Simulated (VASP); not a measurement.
# Be (Im-3m) in VASP: a series of runs, part 2 of 2

VASP 6.6.1. Earlier steps stand in the parts before.

## (3) Single point, PBE (volume scaled by 0.99)

INCAR

```
PREC = Accurate
ENCUT = 520
EDIFF = 1E-6
ISMEAR = -1
SIGMA = 0.03
LREAL = F
LASPH = T
NELM = 100
ALGO = Normal
ISIF = 2
LWAVE = F
LCHARG = F
GGA = PE
NBANDS = 7
```

KPOINTS

```
Automatic mesh
0
Gamma
  23 23 23
```

POSCAR

```
Be
1.0
   -1.2489298800      1.2489298800      1.2489298800
    1.2489298800     -1.2489298800      1.2489298800
    1.2489298800      1.2489298800     -1.2489298800
Be
1
Direct
    0.0000000000      0.0000000000      0.0000000000
```

Potentials or basis: VASP PAW PBE potentials, release 64 (Be).

The run is started by

```console
$ cat potpaw_PBE.64/Be/POTCAR > POTCAR
$ mpirun -np 1 vasp_std > vasp.out
```

OUTCAR:

```text
PREC = Accurate
   ENCUT = 520
   EDIFF = 1E-6
   ISMEAR = -1
   LREAL = F
   LASPH = T
   NELM = 100
   ISIF = 2
   GGA = PE

 ion  position               nearest neighbor table
   1  0.000  0.000  0.000-

  LATTYP: Found a body centered cubic cell.
 ALAT       =     2.4978597600

  Lattice vectors:

 A1 = (  -1.2489298800,   1.2489298800,   1.2489298800)
 A2 = (   1.2489298800,  -1.2489298800,   1.2489298800)
 A3 = (   1.2489298800,   1.2489298800,  -1.2489298800)

Analysis of symmetry for initial positions (statically):
=====================================================================
 Subroutine PRICEL returns:
 Original cell was already a primitive cell.

 Routine SETGRP: Setting up the symmetry group for a
 body centered cubic supercell.

 Subroutine GETGRP returns: Found 48 space group operations
 (whereof 48 operations were pure point group operations)
 out of a pool of 48 trial point group operations.

The static configuration has the point symmetry O_h .

Analysis of symmetry for dynamics (positions and initial velocities):
=====================================================================
 Subroutine PRICEL returns:
 Original cell was already a primitive cell.

 Routine SETGRP: Setting up the symmetry group for a
 body centered cubic supercell.

 Subroutine GETGRP returns: Found 48 space group operations
 (whereof 48 operations were pure point group operations)
 out of a pool of 48 trial point group operations.

The dynamic configuration has the point symmetry O_h .

 Subroutine INISYM returns: Found 48 space group operations
 (whereof 48 operations are pure point group operations),
 and found     1 'primitive' translations

----------------------------------------------------------------------------------------

                                     Primitive cell

  volume of cell :       7.7925

  direct lattice vectors                    reciprocal lattice vectors
    -1.248929880  1.248929880  1.248929880     0.000000000  0.400342732  0.400342732
     1.248929880 -1.248929880  1.248929880     0.400342732  0.000000000  0.400342732
     1.248929880  1.248929880 -1.248929880     0.400342732  0.400342732  0.000000000

  length of vectors
     2.163210007  2.163210007  2.163210007     0.566170121  0.566170121  0.566170121

  position of ions in fractional coordinates (direct lattice)
     0.000000000  0.000000000  0.000000000

  ion indices of the primitive-cell ions
   primitive index   ion index
                 1           1

----------------------------------------------------------------------------------------

 KPOINTS: Automatic mesh

Automatic generation of k-mesh.
 Grid dimensions read from file:
 generate k-points for:   23   23   23

 Generating k-lattice:

  Cartesian coordinates                     Fractional coordinates (reciprocal lattice)
     0.000000000  0.017406206  0.017406206     0.043478261  0.000000000  0.000000000
     0.017406206  0.000000000  0.017406206     0.000000000  0.043478261  0.000000000
     0.017406206  0.017406206  0.000000000     0.000000000  0.000000000  0.043478261

  Length of vectors
     0.024616092  0.024616092  0.024616092

  Shift w.r.t. Gamma in fractional coordinates (k-lattice)
     0.000000000  0.000000000  0.000000000

 Subroutine IBZKPT returns following result:
 ===========================================

 Found    364 irreducible k-points:

 Following reciprocal coordinates:
            Coordinates               Weight
  0.000000  0.000000  0.000000      1.000000
  0.043478  0.000000  0.000000     12.000000
  0.086957  0.000000  0.000000     12.000000
  0.130435  0.000000  0.000000     12.000000
  0.173913  0.000000  0.000000     12.000000
  0.217391  0.000000  0.000000     12.000000
[... 16 lines left out ...]
  0.478261  0.043478 -0.000000     24.000000
  0.086957  0.086957  0.000000     24.000000
 [... further k-points ...]
   k-points           NKPTS =    364   k-points in BZ     NKDIM =    364   number of bands    NBANDS=      7
   number of dos      NEDOS =    301   number of ions     NIONS =      1
   total plane-waves  NPLWV =   4096
   dimension x,y,z NGX =    16 NGY =   16 NGZ =   16
   dimension x,y,z NGXF=    32 NGYF=   32 NGZF=   32
   ions per type =               1
   NGX,Y,Z   is equivalent  to a cutoff of  12.30, 12.30, 12.30 a.u.
   NGXF,Y,Z  is equivalent  to a cutoff of  24.59, 24.59, 24.59 a.u.
 SYSTEM =  unknown system
   PREC   = accura    normal or accurate (medium, high low for compatibility)
   ISTART =      0    job   : 0-new  1-cont  2-samecut
   ICHARG =      2    charge: 1-file 2-atom 10-const
   ISPIN  =      1    spin polarized calculation?
   LNONCOLLINEAR =      F non collinear calculations
   LSORBIT =      F    spin-orbit coupling
   LASPH  =      T    aspherical Exc in radial PAW
   ENCUT  =  520.0 eV  38.22 Ry    6.18 a.u.   4.02  4.02  4.02*2*pi/ulx,y,z
   NELM   =    100;   NELMIN=  2; NELMDL= -5     # of ELM steps
   EDIFF  = 0.1E-05   stopping-criterion for ELM
   LREAL  =      F    real-space projection
   EDIFFG = 0.1E-04   stopping-criterion for IOM
   NSW    =      0    number of steps for IOM
   IBRION =     -1    ionic relax: 0-MD 1-quasi-New 2-CG
   NFREE  =      0    steps in history (QN), initial steepest desc. (CG)
   ISIF   =      2    stress and relaxation
   ISYM   =      2    0-nonsym 1-usesym 2-fastsym
   POTIM  = 0.5000    time-step for ionic-motion
   TEBEG  =    0.0;   TEEND  =   0.0 temperature during run
   PSTRESS=    0.0 pullay stress
   NELECT =       2.0000    total number of electrons
   NUPDOWN=      -1.0000    fix difference up-down
   EMIN   =  10.00;   EMAX   =-10.00  energy-range for DOS
   EFERMI =   0.00;   METHOD = LEGACY
   ISMEAR =    -1;   SIGMA  =   0.03  broadening in eV -4-tet -1-fermi 0-gaus
   EFERMI_NEDOS =   21; number of points for ismear=-14 and -15
   IALGO  =     38    algorithm
   IMIX   =      4    mixing-type and parameters
     AMIX     =   0.40;   BMIX     =  1.00
     AMIX_MAG =   1.60;   BMIX_MAG =  1.00
  volume/ion in A,a.u.               =       7.79        52.59
  Fermi-wavevector in a.u.,A,eV,Ry     =   1.040383  1.966040 14.726916  1.082398
  Thomas-Fermi vector in A             =   2.174957
   LORBIT       =      0    0 simple, 1 ext, 2 COOP (PROOUT), +10 PAW based schemes
   GGA     = PE    functional components
   LHFCALC =     F    Hartree Fock is set to
   AEXX    =    0.0000 exact exchange contribution
   IVDW    =     0    specifies the selected vdW correction
   LEPSILON=     F    determine dielectric tensor
   LRPA    =     F    only Hartree local field effects (RPA)
 non-spin polarized calculation
  energy-cutoff  :      520.00
  volume of cell :        7.79
 maximum number of plane-waves:       236
   NGX =  7   NGY =  7   NGZ =  7

 number of electron       2.0000000 magnetization

 Free energy of the ion-electron system (eV)
  ---------------------------------------------------
  ext. energy  EPLUGINS =         0.00000000
  ---------------------------------------------------
  free energy    TOTEN  =        -3.66565005 eV

  energy without entropy =       -3.66509318  energy(sigma->0) =       -3.66537162

 E-fermi :   8.0540     XC(G=0): -10.6599

 val. band max:        8.0064157274   @ k =   0.3043   0.2609   0.0870
 cond. band min:       8.0956352322   @ k =  -0.4348   0.4348   0.3913
 fundamental gap:      0.0892195047
 Fermi energy:         8.0540040888

 k-point     1 :       0.0000    0.0000    0.0000
  band No.  band energies     occupation
      1      -4.2875      2.00000
      2      27.5103      0.00000
      3      27.5103      0.00000
      4      27.5103      0.00000
      5      38.9065      0.00000
      6      38.9065      0.00000
      7      38.9065      0.00000

 k-point     2 :       0.0435    0.0000    0.0000
  band No.  band energies     occupation
      1      -4.2209      2.00000
      2      27.1816      0.00000
      3      27.2334      0.00000
      4      27.4314      0.00000
      5      37.9686      0.00000
      6      38.0153      0.00000
      7      39.3589      0.00000
[... 201 lines left out ...]
 k-point    23 :       0.4783    0.0435   -0.0000
  band No.  band energies     occupation
      1       2.8212      2.00000
      2       8.4234      0.00001
      3      20.1419      0.00000
      4      22.9937      0.00000
      5      29.3137      0.00000
      6      34.5188      0.00000
      7      44.4977      0.00000

 k-point    24 :       0.0870    0.0870    0.0000
  band No.  band energies     occupation
      1      -3.4875      2.00000
      2      24.3094      0.00000
      3      24.4853      0.00000
      4      26.1778      0.00000
      5      34.2955      0.00000
      6      34.8554      0.00000
      7      39.0690      0.00000

 [... further k-points ...]
[... 5 lines left out ...]
  --------------------------------------------------------------------------------------
  -------------------------------------------------------------------------------------
  Total        0.0256548      0.0256548      0.0256548     -0.0000000     -0.0000000      0.0000000
  in kB        5.2747955      5.2747955      5.2747955     -0.0000000     -0.0000000      0.0000000
  external PRESSURE =       5.2747955 kB  Pullay stress =       0.0000000 kB

 VOLUME and BASIS-vectors are now :
 -----------------------------------------------------------------------------
  energy-cutoff  :      520.00
  volume of cell :        7.79
      direct lattice vectors                 reciprocal lattice vectors
    -1.248929880  1.248929880  1.248929880     0.000000000  0.400342732  0.400342732
     1.248929880 -1.248929880  1.248929880     0.400342732  0.000000000  0.400342732
     1.248929880  1.248929880 -1.248929880     0.400342732  0.400342732  0.000000000

 POSITION                                       TOTAL-FORCE (eV/Angst)
 -----------------------------------------------------------------------------------
      0.00000      0.00000      0.00000         0.000000      0.000000     -0.000000
 -----------------------------------------------------------------------------------
    total drift:                                0.000000      0.000000      0.000000

  FREE ENERGIE OF THE ION-ELECTRON SYSTEM (eV)
  ---------------------------------------------------
  free  energy   TOTEN  =        -3.6656500540 eV

  energy  without entropy=       -3.6650931838  energy(sigma->0) =       -3.66537162
```

OSZICAR:

```text
N       E                     dE             d eps       ncg     rms          rms(c)
DAV:   1    -0.247356741072E+01   -0.24736E+01   -0.10947E+03  5544   0.228E+02
DAV:   2    -0.369445941290E+01   -0.12209E+01   -0.11638E+01  7070   0.249E+01
DAV:   3    -0.369632767319E+01   -0.18683E-02   -0.18675E-02  5852   0.870E-01
DAV:   4    -0.369632804228E+01   -0.36909E-06   -0.36933E-06  7728   0.120E-02
DAV:   5    -0.369632804344E+01   -0.11662E-08   -0.30695E-10  5852   0.449E-05    0.790E-01
DAV:   6    -0.367428318199E+01    0.22045E-01   -0.25047E-03  5635   0.488E-01    0.486E-01
DAV:   7    -0.366567217015E+01    0.86110E-02   -0.24569E-03  5460   0.508E-01    0.182E-02
DAV:   8    -0.366564984582E+01    0.22324E-04   -0.80993E-06  5845   0.245E-02    0.686E-03
DAV:   9    -0.366565005404E+01   -0.20822E-06   -0.99578E-07  6034   0.706E-03
   1 F= -.36656501E+01 E0= -.36653716E+01  d E =-.556870E-03
```

Wall time 12 s (1 thread of Intel Xeon 8259CL, shared host); peak memory 0.12 GiB.

What came out:

- Free energy: -3.6657 eV
- Pressure: 0.5 GPa
- Band gap on the k mesh: zero (band 1 reaches 11.58 eV, above the bottom of band 2 at 6.69 eV)
